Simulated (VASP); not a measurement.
DyGe3P:

```
Dy Ge P
1.0
     3.73560    0.00000    0.00000
     0.00000    3.73560    0.00000
     0.00000    0.00000    7.69294
Dy Ge P
1 3 1
Direct
  0.00000 0.00000 0.00000
  0.50000 0.50000 0.80820
  0.50000 0.50000 0.19180
  0.00000 0.00000 0.50000
  0.50000 0.50000 0.50000
```

The cell was built from a structure type or drawn by symmetry, and may not be a known phase.

```yaml
Program: VASP 6.6.1
Task: relaxation of cell and atoms
Functional: PBE
Potentials_or_basis: VASP PAW PBE potentials, release 64 (Dy_3, Ge_d, P), 4f in core
Cutoff: 500 eV
k_mesh: 6 × 6 × 2
Occupations: gaussian, width 0.1 eV
Spin: no spin polarisation
```

At the start: pressure 0.2 GPa; volume 21.47 Å³/atom.

How do energy, volume and symmetry change on relaxing?

Over 7 steps the energy falls by 18.6 meV/atom and the volume is 21.27 Å³/atom (-0.9 %); space group P4/mmm (No. 123, to 0.1 Å) before and after.

The path:
| step | energy change (eV) | largest force (eV/Å) | pressure (GPa) | volume (Å³) |
| --- | --- | --- | --- | --- |
| 1 | 0.0000 | 0.0939 | 0.15 | 107.35 |
| 2 | -0.0581 | 0.2121 | -0.53 | 107.62 |
| 3 | -0.0733 | 0.3363 | -0.58 | 107.80 |
| 4 | -0.0854 | 0.2458 | 0.17 | 106.44 |
| 5 | -0.0871 | 0.1901 | 0.60 | 105.69 |
| 6 | -0.0930 | 0.0448 | 0.02 | 106.45 |
| 7 | -0.0932 | 0.0101 | 0.08 | 106.34 |

Final structure:
```
CELL_PARAMETERS angstrom
3.63721 0.00000 0.00000
0.00000 3.63721 0.00000
0.00000 0.00000 8.03847
ATOMIC_POSITIONS crystal
Dy 0.00000 0.00000 0.00000
Ge 0.50000 0.50000 0.80058
Ge 0.50000 0.50000 0.19942
Ge 0.00000 0.00000 0.50000
P 0.50000 0.50000 0.50000
```

Caveat: the k points lie up to 0.39 Å⁻¹ apart in the final cell, too coarse for converged energies and pressures of a metal.
